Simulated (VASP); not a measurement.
# Li2Se (Fm-3m) in VASP: a series of runs, part 2 of 2

VASP 6.6.1.

### Step 3. Relaxation of cell and atoms, r2SCAN

This run uses another cell than the first one, of 18.05 Å³/atom, 1.009 times its volume.

Input file POSCAR:

```
Li2Se
1.0
    3.0025000000      3.0025000000      0.0000000000
   -3.0025000000      3.0025000000      0.0000000000
    0.0000000000      3.0025000000      3.0025000000
Li Se
2 1
Direct
    0.2500000000      0.7500000000      0.5000000000
    0.7500000000      0.2500000000      0.5000000000
    0.0000000000      0.0000000000      0.0000000000
```

Input file INCAR.step1:

```
SYSTEM = Li2Se
  PREC = Accurate
  ENCUT = 830
  ISMEAR = -1
  SIGMA = 0.1
  LREAL = .FALSE.
  LASPH = .TRUE.
  NELM = 120
  GGA = PE
  ALGO = Normal
  EDIFF = 1E-5
  LWAVE = .TRUE.
  LCHARG = .FALSE.
  GGA_COMPAT = .FALSE.
  IBRION = 2
  ISIF = 3
  EDIFFG = -0.005
  NELMIN = 4
  NSW = 100
```

Input file INCAR.step2:

```
SYSTEM = Li2Se
  PREC = Accurate
  ENCUT = 830
  EDIFF = 1E-7
  ISMEAR = -1
  SIGMA = 0.1
  LREAL = .FALSE.
  LASPH = .TRUE.
  NELM = 120
  ALGO = Normal
  ISIF = 3
  LWAVE = .FALSE.
  LCHARG = .FALSE.
  METAGGA = R2SCAN
  LMIXTAU = .TRUE.
  IBRION = 2
  NSW = 100
  EDIFFG = -0.002
  ISTART = 1
  GGA_COMPAT = .FALSE.
  NELMIN = 4
```

Input file KPOINTS:

```
Automatic mesh
0
G
  12 12 12
  0 0 0
```

Potentials or basis: VASP PAW PBE potentials, release 64 (Li_sv, Se).

Command:

```console
cat potpaw_PBE.64/Li_sv/POTCAR potpaw_PBE.64/Se/POTCAR > POTCAR
cp INCAR.step1 INCAR
mpirun -np 1 vasp_std > vasp.out
cp INCAR.step2 INCAR
mpirun -np 1 vasp_std > vasp.out
```

OUTCAR:

```text
SYSTEM = Li2Se
   PREC = Accurate
   ENCUT = 830
   EDIFF = 1E-7
   ISMEAR = -1
   LREAL = .FALSE.
   LASPH = .TRUE.
   NELM = 120
   ISIF = 3
   METAGGA = R2SCAN
   IBRION = 2
   NSW = 100
   EDIFFG = -0.002
   ISTART = 1
   NELMIN = 4

 ion  position               nearest neighbor table
   1  0.250  0.750  0.500-   3 2.60   3 2.60   3 2.60   3 2.60
   2  0.750  0.250  0.500-   3 2.60   3 2.60   3 2.60   3 2.60
   3  0.000  0.000  0.000-   2 2.60   1 2.60   1 2.60   2 2.60   1 2.60   2 2.60   2 2.60   1 2.60

  LATTYP: Found a face centered cubic cell.
 ALAT       =     6.0050000000

  Lattice vectors:

 A1 = (   0.0000000000,   3.0025000000,   3.0025000000)
 A2 = (   3.0025000000,   0.0000000000,   3.0025000000)
 A3 = (   3.0025000000,   3.0025000000,   0.0000000000)

Analysis of symmetry for initial positions (statically):
=====================================================================
 Subroutine PRICEL returns:
 Original cell was already a primitive cell.

 Routine SETGRP: Setting up the symmetry group for a
 face centered cubic supercell.

 Subroutine GETGRP returns: Found 48 space group operations
 (whereof 48 operations were pure point group operations)
 out of a pool of 48 trial point group operations.

The static configuration has the point symmetry O_h .

Analysis of symmetry for dynamics (positions and initial velocities):
=====================================================================
 Subroutine PRICEL returns:
 Original cell was already a primitive cell.

 Routine SETGRP: Setting up the symmetry group for a
 face centered cubic supercell.

 Subroutine GETGRP returns: Found 48 space group operations
 (whereof 48 operations were pure point group operations)
 out of a pool of 48 trial point group operations.

The dynamic configuration has the point symmetry O_h .

 Subroutine INISYM returns: Found 48 space group operations
 (whereof 48 operations are pure point group operations),
 and found     1 'primitive' translations

----------------------------------------------------------------------------------------

                                     Primitive cell

  volume of cell :      54.1351

  direct lattice vectors                    reciprocal lattice vectors
     3.002500000  3.002500000  0.000000000     0.166527893  0.166527893 -0.166527893
    -3.002500000  3.002500000  0.000000000    -0.166527893  0.166527893 -0.166527893
     0.000000000  3.002500000  3.002500000     0.000000000  0.000000000  0.333055787

  length of vectors
     4.246176221  4.246176221  4.246176221     0.288434772  0.288434772  0.333055787

  position of ions in fractional coordinates (direct lattice)
     0.250000000  0.750000000  0.500000000
     0.750000000  0.250000000  0.500000000
     0.000000000  0.000000000  0.000000000

  ion indices of the primitive-cell ions
   primitive index   ion index
                 1           1
                 2           2
                 3           3

----------------------------------------------------------------------------------------
[... 51 lines left out ...]
 [... further k-points ...]
   k-points           NKPTS =     72   k-points in BZ     NKDIM =     72   number of bands    NBANDS=     10
   number of dos      NEDOS =    301   number of ions     NIONS =      3
   total plane-waves  NPLWV =  64000
   dimension x,y,z NGX =    40 NGY =   40 NGZ =   40
   dimension x,y,z NGXF=    80 NGYF=   80 NGZF=   80
   ions per type =               2   1
   NGX,Y,Z   is equivalent  to a cutoff of  15.66, 15.66, 15.66 a.u.
   NGXF,Y,Z  is equivalent  to a cutoff of  31.32, 31.32, 31.32 a.u.
 SYSTEM =  Li2Se
   PREC   = accura    normal or accurate (medium, high low for compatibility)
   ISTART =      1    job   : 0-new  1-cont  2-samecut
   ICHARG =      0    charge: 1-file 2-atom 10-const
   ISPIN  =      1    spin polarized calculation?
   LNONCOLLINEAR =      F non collinear calculations
   LSORBIT =      F    spin-orbit coupling
   LASPH  =      T    aspherical Exc in radial PAW
   ENCUT  =  830.0 eV  61.00 Ry    7.81 a.u.   9.97  9.97  9.97*2*pi/ulx,y,z
   NELM   =    120;   NELMIN=  4; NELMDL=  0     # of ELM steps
   EDIFF  = 0.1E-06   stopping-criterion for ELM
   LREAL  =      F    real-space projection
   EDIFFG = -.2E-02   stopping-criterion for IOM
   NSW    =    100    number of steps for IOM
   IBRION =      2    ionic relax: 0-MD 1-quasi-New 2-CG
   NFREE  =      1    steps in history (QN), initial steepest desc. (CG)
   ISIF   =      3    stress and relaxation
   ISYM   =      2    0-nonsym 1-usesym 2-fastsym
   POTIM  = 0.5000    time-step for ionic-motion
   TEBEG  =    0.0;   TEEND  =   0.0 temperature during run
   PSTRESS=    0.0 pullay stress
   NELECT =      12.0000    total number of electrons
   NUPDOWN=      -1.0000    fix difference up-down
   EMIN   =  10.00;   EMAX   =-10.00  energy-range for DOS
   EFERMI =   0.00;   METHOD = LEGACY
   ISMEAR =    -1;   SIGMA  =   0.10  broadening in eV -4-tet -1-fermi 0-gaus
   EFERMI_NEDOS =   21; number of points for ismear=-14 and -15
   IALGO  =     38    algorithm
   IMIX   =      4    mixing-type and parameters
     AMIX     =   0.40;   BMIX     =  1.00
     AMIX_MAG =   1.60;   BMIX_MAG =  1.00
  volume/ion in A,a.u.               =      18.05       121.77
  Fermi-wavevector in a.u.,A,eV,Ry     =   0.990776  1.872296 13.355989  0.981637
  Thomas-Fermi vector in A             =   2.122471
   LORBIT       =      0    0 simple, 1 ext, 2 COOP (PROOUT), +10 PAW based schemes
   METAGGA = R2SCAN    functional components
   LHFCALC =     F    Hartree Fock is set to
   AEXX    =    0.0000 exact exchange contribution
   IVDW    =     0    specifies the selected vdW correction
   LEPSILON=     F    determine dielectric tensor
   LRPA    =     F    only Hartree local field effects (RPA)
 conjugate gradient relaxation of ions
 non-spin polarized calculation
  energy-cutoff  :      830.00
  volume of cell :       54.14
 maximum number of plane-waves:      2959
   NGX = 19   NGY = 19   NGZ = 19

--------------------------------------- Ionic step        1  -------------------------------------------

 number of electron      12.0000004 magnetization

 Free energy of the ion-electron system (eV)
  ---------------------------------------------------
  ext. energy  EPLUGINS =         0.00000000
  ---------------------------------------------------
  free energy    TOTEN  =       -23.43836996 eV

  energy without entropy =      -23.43836995  energy(sigma->0) =      -23.43836995

------------------------ aborting loop because EDIFF is reached ----------------------------------------

  FORCE on cell =-STRESS in cart. coord.  units (eV):
  Direction    XX          YY          ZZ          XY          YZ          ZX
  --------------------------------------------------------------------------------------
  -------------------------------------------------------------------------------------
  Total       -0.1640541     -0.1640541     -0.1640541      0.0000000      0.0000000     -0.0000000
  in kB       -4.8553273     -4.8553273     -4.8553273      0.0000000      0.0000000     -0.0000000
  external PRESSURE =      -4.8553273 kB  Pullay stress =       0.0000000 kB
[... 135 lines left out ...]
--------------------------------------- Ionic step        5  -------------------------------------------

 number of electron      12.0000002 magnetization

 Free energy of the ion-electron system (eV)
  ---------------------------------------------------
  ext. energy  EPLUGINS =         0.00000000
  ---------------------------------------------------
  free energy    TOTEN  =       -23.43952120 eV

  energy without entropy =      -23.43952120  energy(sigma->0) =      -23.43952120

 E-fermi :   2.6120     XC(G=0):  -8.6706

 val. band max:        0.7755684009   @ k =   0.0000   0.0000   0.0000
 cond. band min:       4.2302898919   @ k =   0.5000   0.5000   0.0000
 fundamental gap:      3.4547214910
 Fermi energy:         2.6120490106

 k-point     1 :       0.0000    0.0000    0.0000
  band No.  band energies     occupation
      1     -45.3607      2.00000
      2     -45.3366      2.00000
      3     -11.0287      2.00000
      4       0.7756      2.00000
      5       0.7756      2.00000
      6       0.7756      2.00000
      7       4.9705      0.00000
      8       7.0888      0.00000
      9       7.0888      0.00000
     10       7.0888      0.00000
[... 287 lines left out ...]
 k-point    24 :      -0.4167    0.1667    0.0000
  band No.  band energies     occupation
      1     -45.3528      2.00000
      2     -45.3435      2.00000
      3     -10.6686      2.00000
      4      -1.6401      2.00000
      5      -0.0620      2.00000
      6      -0.0524      2.00000
      7       6.2532      0.00000
      8       7.9936      0.00000
      9       8.4225      0.00000
     10       8.6752      0.00000

 [... further k-points ...]
[... 5 lines left out ...]
  --------------------------------------------------------------------------------------
  -------------------------------------------------------------------------------------
  Total        0.0002211      0.0002211      0.0002211      0.0000000     -0.0000000      0.0000000
  in kB        0.0066285      0.0066285      0.0066285      0.0000000     -0.0000000      0.0000000
  external PRESSURE =       0.0066285 kB  Pullay stress =       0.0000000 kB
[... 18 lines left out ...]
  FREE ENERGIE OF THE ION-ELECTRON SYSTEM (eV)
  ---------------------------------------------------
  free  energy   TOTEN  =       -23.4395211989 eV

  energy  without entropy=      -23.4395211961  energy(sigma->0) =      -23.43952120

 reached required accuracy - stopping structural energy minimisation
```

It took 8.1 min on 1 thread of Intel Xeon 6975P-C (Granite Rapids), shared host; peak memory 0.31 GiB.

Results:

| Property | Result |
| --- | --- |
| Free energy | -23.4395 eV |
| Relaxed volume | 17.81 Å³/atom |
| Relaxed cell | a = 4.228 Å, b = 4.228 Å, c = 4.228 Å, α = 60.00°, β = 60.00°, γ = 90.00° |
| Space group after relaxing (to 0.05 Å) | Fm-3m (No. 225) |
| Energy gained by relaxing | 0.4 meV/atom |
| Ionic steps | 5 |
| Pressure after relaxing | 0.0 GPa |
| Band gap on the k mesh | 3.45 eV, indirect (least direct gap 4.19 eV) |

Step by step:
```csv
step,energy change (eV),largest force (eV/Å),pressure (GPa),volume (Å³)
1,0.0000,0.0000,-0.49,54.14
2,-0.0010,0.0000,-0.19,53.71
3,-0.0011,0.0000,-0.07,53.53
4,-0.0010,0.0000,0.18,53.18
5,-0.0012,0.0000,0.00,53.43
```

Final structure:
```
CELL_PARAMETERS angstrom
2.98949 2.98949 0.00000
-2.98949 2.98949 0.00000
0.00000 2.98949 2.98949
ATOMIC_POSITIONS crystal
Li 0.25000 0.75000 0.50000
Li 0.75000 0.25000 0.50000
Se 0.00000 0.00000 0.00000
```

Caveat: the PAW data sets were made with another functional, which shifts forces and pressure a little. r2SCAN opens gaps a little over a GGA but as a rule still falls short of measured ones.
